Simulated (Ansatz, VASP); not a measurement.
**One calculation of Ge, two programs**

```xyz
2
Lattice="-2.3371 2.4822 1.3455 2.3371 -2.4822 1.3455 2.3371 2.4822 -1.3455" Properties=species:S:1:pos:R:3 pbc="T T T"
Ge    2.3371   -1.2411    1.1731
Ge    0.0000    3.7233    0.1724
```

Alike in both runs: task single point; functional PBE; k mesh 6 × 6 × 6; occupations gaussian, width 0.1 eV; no spin polarisation.

```csv
,VASP,Ansatz
version,VASP 6.6.1,Ansatz 0.2.0
potentials or method,"VASP PAW PBE potentials, release 64 (Ge_d), cutoff 500 eV","scalar-relativistic, plane waves, PAW"
valence electrons in the cell,28,28
```

VASP gave:

- gap on the k mesh at the Fermi level (eV): none
- pressure (GPa): 24.7
- traceless stress, the component that is largest in VASP (GPa): -5.84
- rms of the force components (eV/Å): 0.018

**Question.** Estimate Ansatz's values.

**Answer.** gap on the k mesh at the Fermi level (eV): none; pressure (GPa): 24.6; traceless stress, the component that is largest in VASP (GPa): -5.85; rms of the force components (eV/Å): 0.018.

Atom by atom the forces differ by 0.000 eV/Å (rms over components). A gap of «none» marks a metal or a gap that the smearing closes.

The k mesh is coarse, so the values compare programs but aren't converged.
